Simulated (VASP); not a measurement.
Ta4Mo: single point with PBE

Ta4Mo:

```
CELL_PARAMETERS angstrom
-3.00903 3.00903 3.00903
3.00903 -3.00903 3.00903
3.00903 3.00903 -3.00903
ATOMIC_POSITIONS crystal
Ta 0.00000 0.00000 0.50000
Ta 0.00000 0.50000 0.00000
Ta 0.50000 0.00000 0.00000
Ta 0.50000 0.50000 0.50000
Mo 0.00000 0.00000 0.00000
```

```
Program             : VASP 6.6.1
Task                : single point
Functional          : PBE
Potentials or basis : VASP PAW PBE potentials, release 64 (Ta_pv, Mo_sv)
Cutoff              : 500 eV
k mesh              : 4 × 4 × 4
Occupations         : gaussian, width 0.1 eV
Spin                : collinear spin, ferromagnetic start
Starting moments    : [0.0, 0.0, 0.0, 0.0, 1.0] μB
```

| Quantity | Value |
| --- | --- |
| Pressure | 0.2 GPa |
| Band gap on the k mesh | zero (filled and empty bands overlap) |
| Net moment | 0.00 μB per cell |
| Valence electrons inside the program's atomic spheres | Ta 8.81; Mo 13.10 |

Levels at points of the mesh, in eV from the Fermi level:
Spin up:
```tsv
k point	band 26	band 27	band 28	band 29	band 30	band 31	band 32	band 33
(0.00, 0.00, 0.00)	0.02	0.02	0.02	2.25	2.25	2.25	3.33	3.33
(0.50, 0.00, 0.00)	-0.93	-0.66	-0.42	-0.21	-0.16	-0.07	0.71	0.98
(0.50, 0.50, 0.50)	-1.51	-1.51	-0.74	-0.27	-0.27	-0.27	1.51	1.51
```
Spin down:
| k point | band 25 | band 26 | band 27 | band 28 | band 29 | band 30 | band 31 | band 32 | band 33 | band 34 |
| --- | --- | --- | --- | --- | --- | --- | --- | --- | --- | --- |
| (0.00, 0.00, 0.00) | -2.26 | 0.02 | 0.02 | 0.02 | 2.25 | 2.25 | 2.25 | 3.33 | 3.33 | 3.33 |
| (0.50, 0.00, 0.00) | -1.24 | -0.93 | -0.66 | -0.42 | -0.21 | -0.16 | -0.07 | 0.71 | 0.98 | 1.67 |
| (0.50, 0.50, 0.50) | -1.51 | -1.51 | -1.51 | -0.74 | -0.27 | -0.27 | -0.27 | 1.51 | 1.51 | 1.51 |

Wall time 3.3 min on 1 thread of Intel Xeon 8259CL (shared host), peak memory 0.3 GiB.

Caveat: the k points lie up to 0.37 Å⁻¹ apart; spin-orbit coupling is left out, which moves the levels of the heavy elements.
